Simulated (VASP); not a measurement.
# C (P-1) in VASP: further runs

The runs below take C through single point, with PBE+D3(BJ).

All numbers are computed with VASP 6.6.1; they aren't measurements. Logs are shortened: lines on timing, memory, paths and dates and some standing lists are left out, and cuts for length are marked.

## Step 1: The cell of the first run

The typed cell holds 10 atoms: a = 3.650 Å, b = 2.465 Å, c = 10.522 Å, α = 104.70°, β = 75.47°, γ = 90.00°.

## Step 2: Single point, PBE+D3(BJ)

INCAR reads:

```
SYSTEM = C
PREC     = Accurate       ! precision mode
ENCUT    = 520            ! plane-wave cutoff, eV
EDIFF    = 1E-7           ! SCF threshold, eV
ISMEAR   = 0              ! smearing method
SIGMA    = 0.05           ! smearing width, eV
LREAL    = .False.        ! projectors in reciprocal space
LASPH    = .True.         ! aspherical terms in the spheres
NELM     = 60             ! most SCF steps
ALGO     = Normal         ! electronic algorithm
ISIF     = 2              ! what is computed and relaxed
LWAVE    = .False.        ! write WAVECAR
LCHARG   = .True.         ! write CHGCAR
GGA      = PE             ! functional
IVDW     = 12             ! dispersion correction
LELF     = .True.         ! ELF
LVHAR    = .True.       
NBANDS   = 31             ! bands
```

KPOINTS reads:

```
Automatic mesh
0
Gamma
  7 11 3
  0 0 0
```

POSCAR reads:

```
C
1.0
    0.0000000000      1.4231666446     -3.3613878322
   -2.4649969361      0.0000000000      0.0000000000
    2.6704133475     10.0807637328      1.4005782634
C
10
Direct
    0.0613125087      0.5388580869      0.8666382341
    0.7279791754      0.6721914203      0.0666382341
    0.8113125087      0.3888580869      0.2666382341
   -0.1053541580      1.1055247536      0.4666382341
   -0.0220208246      0.8221914203      0.6666382341
    0.7553541580      0.2444752464      0.1333617659
   -0.1613125087      0.9611419131      0.3333617659
   -0.0779791754      0.6778085797      0.5333617659
    0.0053541580      1.3944752464      0.7333617659
    0.0886874913      1.1111419131      0.9333617659
```

Potentials or basis: VASP PAW PBE potentials, release 64 (C).

Run with:

```
cat potpaw_PBE.64/C/POTCAR > POTCAR
mpirun -np 1 vasp_std > vasp.out
```

OUTCAR:

```text
SYSTEM = C
   PREC = Accurate
   ENCUT = 520
   EDIFF = 1E-7
   ISMEAR = 0
   LREAL = .False.
   LASPH = .True.
   NELM = 60
   ISIF = 2
   GGA = PE
   IVDW = 12
 IVDW          = 12

 ion  position               nearest neighbor table
   1  0.061  0.539  0.867-  10 1.42  10 1.42   9 1.42
   2  0.728  0.672  0.067-   6 1.42   6 1.42  10 1.92
   3  0.811  0.389  0.267-   7 1.42   7 1.42   6 1.42
   4  0.895  0.106  0.467-   8 1.42   8 1.42   7 1.42
   5  0.978  0.822  0.667-   9 1.42   9 1.42   8 1.42
   6  0.755  0.244  0.133-   2 1.42   2 1.42   3 1.42
   7  0.839  0.961  0.333-   3 1.42   3 1.42   4 1.42
   8  0.922  0.678  0.533-   4 1.42   4 1.42   5 1.42
   9  0.005  0.394  0.733-   5 1.42   5 1.42   1 1.42
  10  0.089  0.111  0.933-   1 1.42   1 1.42   2 1.92

  LATTYP: Found a triclinic cell.
 ALAT       =     4.4046045625
 B/A-ratio  =     0.5596409169
 C/A-ratio  =     2.2437746511
 COS(alpha) =     0.0207849496
 COS(beta)  =     0.0962995558
 COS(gamma) =     0.5596409169

  Lattice vectors:

 A1 = (   2.4649969361,  -1.4231666446,   3.3613878322)
 A2 = (   2.4649969361,   0.0000000000,   0.0000000000)
 A3 = (   0.2054164114,   8.6575970882,   4.7619660956)

Analysis of symmetry for initial positions (statically):
=====================================================================
 Subroutine PRICEL returns:
 Original cell was already a primitive cell.

 Routine SETGRP: Setting up the symmetry group for a
 triclinic supercell.

 Subroutine GETGRP returns: Found  2 space group operations
 (whereof  1 operations were pure point group operations)
 out of a pool of  2 trial point group operations.

The static configuration has the point symmetry C_1 .
 The point group associated with its full space group is S_2 .

Analysis of symmetry for dynamics (positions and initial velocities):
=====================================================================
 Subroutine PRICEL returns:
 Original cell was already a primitive cell.

 Routine SETGRP: Setting up the symmetry group for a
 triclinic supercell.

 Subroutine GETGRP returns: Found  2 space group operations
 (whereof  1 operations were pure point group operations)
 out of a pool of  2 trial point group operations.

The dynamic configuration has the point symmetry C_1 .
 The point group associated with its full space group is S_2 .

 Subroutine INISYM returns: Found  2 space group operations
 (whereof  1 operations are pure point group operations),
 and found     1 'primitive' translations

----------------------------------------------------------------------------------------

                                     Primitive cell

  volume of cell :      88.4407

  direct lattice vectors                    reciprocal lattice vectors
     0.000000000  1.423166645 -3.361387832     0.000000000  0.039036578 -0.280968603
    -2.464996936  0.000000000  0.000000000    -0.405680017  0.101495102  0.042971669
     2.670413347 10.080763733  1.400578263     0.000000000  0.093687787  0.039666156

  length of vectors
     3.650250876  2.464996936 10.522096956     0.283667429  0.420385652  0.101738908

  position of ions in fractional coordinates (direct lattice)
     0.061312509  0.538858087  0.866638234
     0.727979175  0.672191420  0.066638234
     0.811312509  0.388858087  0.266638234
     0.894645842  0.105524754  0.466638234
     0.977979175  0.822191420  0.666638234
     0.755354158  0.244475246  0.133361766
     0.838687491  0.961141913  0.333361766
     0.922020825  0.677808580  0.533361766
     0.005354158  0.394475246  0.733361766
     0.088687491  0.111141913  0.933361766

  ion indices of the primitive-cell ions
   primitive index   ion index
                 1           1
                 2           2
                 3           3
                 4           4
                 5           5
                 6           6
                 7           7
                 8           8
                 9           9
                10          10

----------------------------------------------------------------------------------------

 KPOINTS: Automatic mesh

Automatic generation of k-mesh.
 Grid dimensions read from file:
 generate k-points for:    7   11    3

 Generating k-lattice:

  Cartesian coordinates                     Fractional coordinates (reciprocal lattice)
     0.000000000  0.005576654 -0.040138372     0.142857143  0.000000000  0.000000000
    -0.036880002  0.009226827  0.003906515    -0.000000000  0.090909091  0.000000000
     0.000000000  0.031229262  0.013222052     0.000000000  0.000000000  0.333333333

  Length of vectors
     0.040523918  0.038216877  0.033912969

  Shift w.r.t. Gamma in fractional coordinates (k-lattice)
     0.000000000  0.000000000  0.000000000

 Subroutine IBZKPT returns following result:
 ===========================================

 Found    116 irreducible k-points:

 Following reciprocal coordinates:
            Coordinates               Weight
  0.000000  0.000000  0.000000      1.000000
  0.142857  0.000000 -0.000000      2.000000
  0.285714  0.000000  0.000000      2.000000
  0.428571  0.000000  0.000000      2.000000
 -0.000000  0.090909 -0.000000      2.000000
  0.142857  0.090909 -0.000000      2.000000
[... 16 lines left out ...]
 -0.428571  0.272727 -0.000000      2.000000
 -0.285714  0.272727 -0.000000      2.000000
 [... further k-points ...]
   k-points           NKPTS =    116   k-points in BZ     NKDIM =    116   number of bands    NBANDS=     31
   number of dos      NEDOS =    301   number of ions     NIONS =     10
   total plane-waves  NPLWV =  40320
   dimension x,y,z NGX =    28 NGY =   18 NGZ =   80
   dimension x,y,z NGXF=    56 NGYF=   36 NGZF=  160
   ions per type =              10
   NGX,Y,Z   is equivalent  to a cutoff of  12.75, 12.14, 12.64 a.u.
   NGXF,Y,Z  is equivalent  to a cutoff of  25.50, 24.28, 25.28 a.u.
 SYSTEM =  C
   PREC   = accura    normal or accurate (medium, high low for compatibility)
   ISTART =      0    job   : 0-new  1-cont  2-samecut
   ICHARG =      2    charge: 1-file 2-atom 10-const
   ISPIN  =      1    spin polarized calculation?
   LNONCOLLINEAR =      F non collinear calculations
   LSORBIT =      F    spin-orbit coupling
   LASPH  =      T    aspherical Exc in radial PAW
   ENCUT  =  520.0 eV  38.22 Ry    6.18 a.u.   6.79  4.58 19.56*2*pi/ulx,y,z
   NELM   =     60;   NELMIN=  2; NELMDL= -5     # of ELM steps
   EDIFF  = 0.1E-06   stopping-criterion for ELM
   LREAL  =      F    real-space projection
   EDIFFG = 0.1E-05   stopping-criterion for IOM
   NSW    =      0    number of steps for IOM
   IBRION =     -1    ionic relax: 0-MD 1-quasi-New 2-CG
   NFREE  =      0    steps in history (QN), initial steepest desc. (CG)
   ISIF   =      2    stress and relaxation
   ISYM   =      2    0-nonsym 1-usesym 2-fastsym
   POTIM  = 0.5000    time-step for ionic-motion
   TEBEG  =    0.0;   TEEND  =   0.0 temperature during run
   PSTRESS=    0.0 pullay stress
   NELECT =      40.0000    total number of electrons
   NUPDOWN=      -1.0000    fix difference up-down
   EMIN   =  10.00;   EMAX   =-10.00  energy-range for DOS
   EFERMI =   0.00;   METHOD = LEGACY
   ISMEAR =     0;   SIGMA  =   0.05  broadening in eV -4-tet -1-fermi 0-gaus
   EFERMI_NEDOS =   21; number of points for ismear=-14 and -15
   IALGO  =     38    algorithm
   IMIX   =      4    mixing-type and parameters
     AMIX     =   0.40;   BMIX     =  1.00
     AMIX_MAG =   1.60;   BMIX_MAG =  1.00
  volume/ion in A,a.u.               =       8.84        59.68
  Fermi-wavevector in a.u.,A,eV,Ry     =   1.256640  2.374705 21.485554  1.579144
  Thomas-Fermi vector in A             =   2.390338
   LORBIT       =      0    0 simple, 1 ext, 2 COOP (PROOUT), +10 PAW based schemes
   GGA     = PE    functional components
   LHFCALC =     F    Hartree Fock is set to
   AEXX    =    0.0000 exact exchange contribution
   IVDW    =    12    specifies the selected vdW correction
   LEPSILON=     F    determine dielectric tensor
   LRPA    =     F    only Hartree local field effects (RPA)
 non-spin polarized calculation
 Gauss-broadening in eV      SIGMA  =   0.05
  energy-cutoff  :      520.00
  volume of cell :       88.44
 maximum number of plane-waves:      2401
   NGX = 13   NGY =  9   NGZ = 39

 number of electron      39.9999999 magnetization

 Free energy of the ion-electron system (eV)
  ---------------------------------------------------
  ext. energy  EPLUGINS =         0.00000000
  ---------------------------------------------------
  free energy    TOTEN  =       -85.74070492 eV

  energy without entropy =      -85.73657002  energy(sigma->0) =      -85.73863747

 E-fermi :   4.7149     XC(G=0): -10.3940

 val. band max:        4.7128247945   @ k =  -0.0000   0.4545   0.3333
 cond. band min:       4.7205588230   @ k =   0.1429   0.3636  -0.0000
 fundamental gap:      0.0077340285
 Fermi energy:         4.7149104169

 k-point     1 :       0.0000    0.0000    0.0000
  band No.  band energies     occupation
      1     -15.1294      2.00000
      2     -14.1108      2.00000
      3     -14.0631      2.00000
      4     -11.2746      2.00000
      5     -10.9836      2.00000
      6      -6.7766      2.00000
[... 23 lines left out ...]
     30      12.9846      0.00000
     31      13.3014      0.00000

 k-point     2 :       0.1429    0.0000   -0.0000
  band No.  band energies     occupation
      1     -15.0829      2.00000
      2     -14.1080      2.00000
      3     -13.9955      2.00000
      4     -11.2844      2.00000
      5     -10.9687      2.00000
      6      -6.8165      2.00000
[... 740 lines left out ...]
 k-point    24 :      -0.2857    0.2727   -0.0000
  band No.  band energies     occupation
      1     -13.5561      2.00000
      2     -13.2086      2.00000
      3     -11.9717      2.00000
      4     -10.9509      2.00000
      5      -8.9182      2.00000
      6      -7.0261      2.00000
[... 23 lines left out ...]
     30      13.9260      0.00000
     31      14.4730      0.00000

 [... further k-points ...]

------------------------ aborting loop because EDIFF is reached ----------------------------------------

 Edisp (eV)   -1.49919

 E8    (eV) :    -0.4253

  FORCE on cell =-STRESS in cart. coord.  units (eV):
  Direction    XX          YY          ZZ          XY          YZ          ZX
  --------------------------------------------------------------------------------------
  -------------------------------------------------------------------------------------
  Total       1.96262     3.21655     2.03556     3.83576     2.76577     4.14961
  in kB      35.55457    58.27055    36.87597    69.48796    50.10424    75.17364
  external pressure =       43.57 kB  Pullay stress =        0.00 kB

 VOLUME and BASIS-vectors are now :
 -----------------------------------------------------------------------------
  energy-cutoff  :      520.00
  volume of cell :       88.44
      direct lattice vectors                 reciprocal lattice vectors
     0.000000000  1.423166645 -3.361387832     0.000000000  0.039036578 -0.280968603
    -2.464996936  0.000000000  0.000000000    -0.405680017  0.101495102  0.042971669
     2.670413347 10.080763733  1.400578263     0.000000000  0.093687787  0.039666156

 POSITION                                       TOTAL-FORCE (eV/Angst)
 -----------------------------------------------------------------------------------
      0.98600      8.82363      1.00770         0.049818      0.551395     -0.125050
     -1.47900      1.70780     -2.35369         2.719815      1.465320      1.631792
     -0.24650      3.84255     -2.35369         0.261484      0.882396      0.276638
      0.98600      5.97730     -2.35369         0.019024      0.158689     -0.001671
     -0.24650      8.11205     -2.35369        -0.007479      0.288675      0.069119
     -0.24650      2.41938     -2.35225        -0.049818     -0.551395      0.125050
     -1.47900      4.55413     -2.35225         0.007479     -0.288675     -0.069119
     -0.24650      6.68888     -2.35225        -0.019024     -0.158689      0.001671
      0.98600      7.40047      1.00913        -0.261484     -0.882396     -0.276638
      2.21850      9.53522      1.00913        -2.719815     -1.465320     -1.631792
 -----------------------------------------------------------------------------------
    total drift:                                0.000000     -0.000002     -0.000002

  FREE ENERGIE OF THE ION-ELECTRON SYSTEM (eV)
  ---------------------------------------------------
  free  energy   TOTEN  =       -87.2398958534 eV

  energy  without entropy=      -87.2357609602  energy(sigma->0) =      -87.23782841
```

It took 3.2 min on 1 thread of AMD EPYC 9R45 (Zen 5), shared host; peak memory 0.3 GiB.

Results:

| Quantity | Value |
| --- | --- |
| Free energy | -87.2399 eV |
| Pressure | 4.4 GPa |
| Largest force | 3.494 eV/Å |
| Band gap on the k mesh | zero (band 20 reaches 5.19 eV, above the bottom of band 21 at 4.23 eV) |
| Dispersion energy per atom | -0.150 eV |

Forces on the atoms (eV/Å):
```
C    0.050  0.551 -0.125
C    2.720  1.465  1.632
C    0.261  0.882  0.277
C    0.019  0.159 -0.002
C   -0.007  0.289  0.069
C   -0.050 -0.551  0.125
C    0.007 -0.289 -0.069
C   -0.019 -0.159  0.002
C   -0.261 -0.882 -0.277
C   -2.720 -1.465 -1.632
```

Stress tensor (GPa, compression positive):
```
3.56 6.95 7.52
6.95 5.83 5.01
7.52 5.01 3.69
```

Caveat: pairwise dispersion overbinds metals, which lowers pressure and volume; forces of over 1 eV/Å act on the atoms, so gaps and moduli don't describe the material at rest.

(Part 1 of 2 ends here.)
